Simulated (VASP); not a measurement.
# CdSe (F-43m) in VASP: single point with LDA

Aim: the single point of CdSe with LDA.

Everything below comes from runs of VASP 6.6.1. Logs are shortened: lines on timing, memory, paths and dates and some standing lists are left out, and cuts for length are marked.

**1. The cell of the first run**

The structure is cubic, space group F-43m (No. 216). The conventional cell has a = 6.141 Å, b = 6.141 Å, c = 6.141 Å, α = 90.00°, β = 90.00°, γ = 90.00°. Cd (site symmetry -43m) has 4 Se at 2.66 Å within 3.5 Å. Within 3.5 Å of Se (site symmetry -43m) lie 4 Cd at 2.66 Å.

**2. Single point, LDA**

INCAR

```
ALGO = Normal ; EDIFF = 1E-7
ENCUT = 520 ; ISIF = 2
ISMEAR = 0 ; LASPH = T
LCHARG = F ; LREAL = F
LWAVE = F ; NBANDS = 16
NELM = 60 ; PREC = Accurate
SIGMA = 0.01
```

KPOINTS

```
k-points
0
Gamma
  10 10 10
```

POSCAR

```
CdSe
1.0
    0.0000000000      3.0702712000      3.0702712000
    3.0702712000      0.0000000000      3.0702712000
    3.0702712000      3.0702712000      0.0000000000
Cd Se
1 1
Direct
    0.0000000000      0.0000000000      0.0000000000
    0.2500000000      0.2500000000      0.2500000000
```

Potentials or basis: VASP PAW LDA potentials, release 64 (Cd, Se).

Run with:

```console
$ cat potpaw_LDA.64/Cd/POTCAR potpaw_LDA.64/Se/POTCAR > POTCAR
$ mpirun -np 1 vasp_std > vasp.out
```

OUTCAR:

```text
EDIFF = 1E-7
   ENCUT = 520
   ISIF = 2
   ISMEAR = 0
   LASPH = T
   LREAL = F
   NELM = 60
   PREC = Accurate

 ion  position               nearest neighbor table
   1  0.000  0.000  0.000-   2 2.66   2 2.66   2 2.66   2 2.66
   2  0.250  0.250  0.250-   1 2.66   1 2.66   1 2.66   1 2.66

  LATTYP: Found a face centered cubic cell.
 ALAT       =     6.1405424000

  Lattice vectors:

 A1 = (   0.0000000000,   3.0702712000,   3.0702712000)
 A2 = (   3.0702712000,   0.0000000000,   3.0702712000)
 A3 = (   3.0702712000,   3.0702712000,   0.0000000000)

Analysis of symmetry for initial positions (statically):
=====================================================================
 Subroutine PRICEL returns:
 Original cell was already a primitive cell.

 Routine SETGRP: Setting up the symmetry group for a
 face centered cubic supercell.

 Subroutine GETGRP returns: Found 24 space group operations
 (whereof 24 operations were pure point group operations)
 out of a pool of 48 trial point group operations.

The static configuration has the point symmetry T_d .

Analysis of symmetry for dynamics (positions and initial velocities):
=====================================================================
 Subroutine PRICEL returns:
 Original cell was already a primitive cell.

 Routine SETGRP: Setting up the symmetry group for a
 face centered cubic supercell.

 Subroutine GETGRP returns: Found 24 space group operations
 (whereof 24 operations were pure point group operations)
 out of a pool of 48 trial point group operations.

The dynamic configuration has the point symmetry T_d .

 Subroutine INISYM returns: Found 24 space group operations
 (whereof 24 operations are pure point group operations),
 and found     1 'primitive' translations

----------------------------------------------------------------------------------------

                                     Primitive cell

  volume of cell :      57.8842

  direct lattice vectors                    reciprocal lattice vectors
     0.000000000  3.070271200  3.070271200    -0.162852063  0.162852063  0.162852063
     3.070271200  0.000000000  3.070271200     0.162852063 -0.162852063  0.162852063
     3.070271200  3.070271200  0.000000000     0.162852063  0.162852063 -0.162852063

  length of vectors
     4.342019171  4.342019171  4.342019171     0.282068048  0.282068048  0.282068048

[... 77 lines left out ...]
   LASPH  =      T    aspherical Exc in radial PAW
   ENCUT  =  520.0 eV  38.22 Ry    6.18 a.u.   8.07  8.07  8.07*2*pi/ulx,y,z
   NELM   =     60;   NELMIN=  2; NELMDL= -5     # of ELM steps
   EDIFF  = 0.1E-06   stopping-criterion for ELM
   LREAL  =      F    real-space projection
   EDIFFG = 0.1E-05   stopping-criterion for IOM
   NSW    =      0    number of steps for IOM
   IBRION =     -1    ionic relax: 0-MD 1-quasi-New 2-CG
   NFREE  =      0    steps in history (QN), initial steepest desc. (CG)
   ISIF   =      2    stress and relaxation
   ISYM   =      2    0-nonsym 1-usesym 2-fastsym
   POTIM  = 0.5000    time-step for ionic-motion
   TEBEG  =    0.0;   TEEND  =   0.0 temperature during run
   PSTRESS=    0.0 pullay stress
   NELECT =      18.0000    total number of electrons
   NUPDOWN=      -1.0000    fix difference up-down
   EMIN   =  10.00;   EMAX   =-10.00  energy-range for DOS
   EFERMI =   0.00;   METHOD = LEGACY
   ISMEAR =     0;   SIGMA  =   0.01  broadening in eV -4-tet -1-fermi 0-gaus
   EFERMI_NEDOS =   21; number of points for ismear=-14 and -15
   IALGO  =     38    algorithm
   IMIX   =      4    mixing-type and parameters
     AMIX     =   0.40;   BMIX     =  1.00
     AMIX_MAG =   1.60;   BMIX_MAG =  1.00
  volume/ion in A,a.u.               =      28.94       195.31
  Fermi-wavevector in a.u.,A,eV,Ry     =   1.109121  2.095935 16.737199  1.230149
  Thomas-Fermi vector in A             =   2.245657
   LORBIT       =      0    0 simple, 1 ext, 2 COOP (PROOUT), +10 PAW based schemes
   GGA     = CA    functional components
   LHFCALC =     F    Hartree Fock is set to
   AEXX    =    0.0000 exact exchange contribution
   IVDW    =     0    specifies the selected vdW correction
   LEPSILON=     F    determine dielectric tensor
   LRPA    =     F    only Hartree local field effects (RPA)
 non-spin polarized calculation
 Gauss-broadening in eV      SIGMA  =   0.01
  energy-cutoff  :      520.00
  volume of cell :       57.88
 maximum number of plane-waves:      1588
   NGX = 17   NGY = 17   NGZ = 17

 number of electron      18.0000006 magnetization

 Free energy of the ion-electron system (eV)
  ---------------------------------------------------
  ext. energy  EPLUGINS =         0.00000000
  ---------------------------------------------------
  free energy    TOTEN  =        -6.73241640 eV

  energy without entropy =       -6.73241640  energy(sigma->0) =       -6.73241640

 E-fermi :   0.6967     XC(G=0):  -9.1652

 val. band max:        0.5815288110   @ k =   0.0000   0.0000   0.0000
 cond. band min:       0.8867182035   @ k =   0.0000   0.0000   0.0000
 fundamental gap:      0.3051893925
 Fermi energy:         0.6966506850

 k-point     1 :       0.0000    0.0000    0.0000
  band No.  band energies     occupation
      1     -11.9084      2.00000
      2      -7.2735      2.00000
      3      -7.2735      2.00000
      4      -7.2735      2.00000
      5      -6.9240      2.00000
      6      -6.9240      2.00000
[... 433 lines left out ...]
      3      -7.0920      2.00000
      4      -7.0475      2.00000
      5      -6.8825      2.00000
      6      -6.7717      2.00000
[... 8 lines left out ...]
     15      12.7151      0.00000
     16      13.9198      0.00000

 [... further k-points ...]

------------------------ aborting loop because EDIFF is reached ----------------------------------------

  FORCE on cell =-STRESS in cart. coord.  units (eV):
  Direction    XX          YY          ZZ          XY          YZ          ZX
  --------------------------------------------------------------------------------------
  -------------------------------------------------------------------------------------
  Total       -1.0453139     -1.0453139     -1.0453139      0.0000000      0.0000000     -0.0000000
  in kB      -28.9332422    -28.9332422    -28.9332422      0.0000000      0.0000000     -0.0000000
  external PRESSURE =     -28.9332422 kB  Pullay stress =       0.0000000 kB

 VOLUME and BASIS-vectors are now :
 -----------------------------------------------------------------------------
  energy-cutoff  :      520.00
  volume of cell :       57.88
      direct lattice vectors                 reciprocal lattice vectors
     0.000000000  3.070271200  3.070271200    -0.162852063  0.162852063  0.162852063
     3.070271200  0.000000000  3.070271200     0.162852063 -0.162852063  0.162852063
     3.070271200  3.070271200  0.000000000     0.162852063  0.162852063 -0.162852063

 POSITION                                       TOTAL-FORCE (eV/Angst)
 -----------------------------------------------------------------------------------
      0.00000      0.00000      0.00000        -0.000000      0.000000     -0.000000
      1.53514      1.53514      1.53514         0.000000      0.000000      0.000000
 -----------------------------------------------------------------------------------
    total drift:                               -0.000000     -0.000000     -0.000000

  FREE ENERGIE OF THE ION-ELECTRON SYSTEM (eV)
  ---------------------------------------------------
  free  energy   TOTEN  =        -6.7324163997 eV

  energy  without entropy=       -6.7324163997  energy(sigma->0) =       -6.73241640
```

OSZICAR:

```text
N       E                     dE             d eps       ncg     rms          rms(c)
DAV:   1     0.109097782972E+03    0.10910E+03   -0.87482E+03  1520   0.101E+03
DAV:   2    -0.273351200154E+01   -0.11183E+03   -0.10522E+03  1848   0.248E+02
DAV:   3    -0.708674782731E+01   -0.43532E+01   -0.43449E+01  1736   0.511E+01
DAV:   4    -0.710680583674E+01   -0.20058E-01   -0.20057E-01  1952   0.346E+00
DAV:   5    -0.710693579554E+01   -0.12996E-03   -0.12996E-03  1792   0.237E-01    0.583E+00
DAV:   6    -0.676223458594E+01    0.34470E+00   -0.52534E-01  2256   0.888E+00    0.464E+00
DAV:   7    -0.673608600687E+01    0.26149E-01   -0.10910E-01  1872   0.231E+00    0.202E+00
DAV:   8    -0.673270412250E+01    0.33819E-02   -0.11137E-02  1704   0.128E+00    0.199E-01
DAV:   9    -0.673242250752E+01    0.28161E-03   -0.12101E-03  1928   0.462E-01    0.420E-02
DAV:  10    -0.673241137397E+01    0.11134E-04   -0.11002E-04  1776   0.141E-01    0.356E-02
DAV:  11    -0.673241677865E+01   -0.54047E-05   -0.17158E-05  1928   0.352E-02    0.138E-02
DAV:  12    -0.673241636268E+01    0.41597E-06   -0.10334E-06  1752   0.136E-02    0.581E-03
DAV:  13    -0.673241639969E+01   -0.37008E-07   -0.38443E-07  1824   0.409E-03
   1 F= -.67324164E+01 E0= -.67324164E+01  d E =-.468988E-62
```

stdout:

```text
POSCAR found type information on POSCAR CdSe
 POSCAR found :  2 types and       2 ions
 scaLAPACK will be used
 LDA part: xc-table for (Slater(with rela. corr.)+CA(PZ))
 , standard interpolation
 POSCAR, INCAR and KPOINTS ok, starting setup
 FFT: planning ... GRIDC
 FFT: planning ... GRID_SOFT
 FFT: planning ... GRID
 WAVECAR not read
 entering main loop
```

It took 38 s on 1 thread of Intel Xeon Platinum 8259CL at 2.50GHz (Skylake/Cascade Lake), shared host; peak memory 0.18 GiB.

Results:

| Item | Value |
| --- | --- |
| Free energy | -6.7324 eV |
| Pressure | -2.9 GPa |
| Band gap on the k mesh | 0.31 eV |

Levels at points of the mesh, in eV from the valence-band top:
| k point | band 6 | band 7 | band 8 | band 9 | band 10 | band 11 | band 12 | band 13 |
| --- | --- | --- | --- | --- | --- | --- | --- | --- |
| (0.00, 0.00, 0.00) | -7.51 | 0.00 | 0.00 | 0.00 | 0.31 | 5.79 | 5.79 | 5.79 |
| (0.50, 0.00, 0.00) | -7.24 | -4.31 | -0.72 | -0.72 | 2.16 | 6.31 | 6.31 | 7.11 |
| (0.50, 0.50, 0.00) | -7.18 | -4.03 | -1.79 | -1.79 | 2.99 | 3.58 | 8.74 | 9.85 |

Caveat: semilocal functionals underestimate gaps, and a narrow one can read as zero.
